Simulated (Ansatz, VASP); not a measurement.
# GeSb4Te4: VASP beside Ansatz

```
CELL_PARAMETERS angstrom
3.98359 0.00000 0.00000
-1.99179 3.44989 0.00000
0.00000 0.00000 16.23672
ATOMIC_POSITIONS crystal
Ge 0.00000 0.00000 0.00000
Sb 0.33333 0.66667 0.54410
Sb 0.66667 0.33333 0.45590
Sb 0.66667 0.33333 0.79077
Sb 0.33333 0.66667 0.20923
Te 0.33333 0.66667 0.90452
Te 0.66667 0.33333 0.09548
Te 0.00000 0.00000 0.69397
Te 0.00000 0.00000 0.30603
```

Change from the starting cell: strain -0.080 along x and y, -0.080 along z, atoms carried along.

Alike in both runs: task single point; functional PBE; k mesh 12 × 12 × 2; occupations gaussian, width 0.03 eV; no spin polarisation.

|  | VASP | Ansatz |
| --- | --- | --- |
| version | VASP 6.6.1 | Ansatz 0.2.0 |
| potentials or method | VASP PAW PBE potentials, release 64 (Ge_d, Sb, Te), cutoff 520 eV | scalar-relativistic, plane waves, PAW |
| valence electrons in the cell | 58 | 138 |

VASP gave:

- gap on the k mesh at the Fermi level (eV): none
- pressure (GPa): 21.1
- traceless stress, the component that is largest in VASP (GPa): -0.36
- rms of the force components (eV/Å): 0.885

Q: Estimate Ansatz's values.

A: gap on the k mesh at the Fermi level (eV): none; pressure (GPa): 20.8; traceless stress, the component that is largest in VASP (GPa): -0.35; rms of the force components (eV/Å): 0.837.

Atom by atom the forces differ by 0.050 eV/Å (rms over components). A gap of «none» marks a metal or a gap that the smearing closes. With one functional, cell and mesh, what is left measures potentials, basis and numerics. VASP's potentials hold 58 valence electrons a cell and Ansatz's 138, so a difference there can come from the potentials and not from the codes.

Spin-orbit coupling is off throughout.
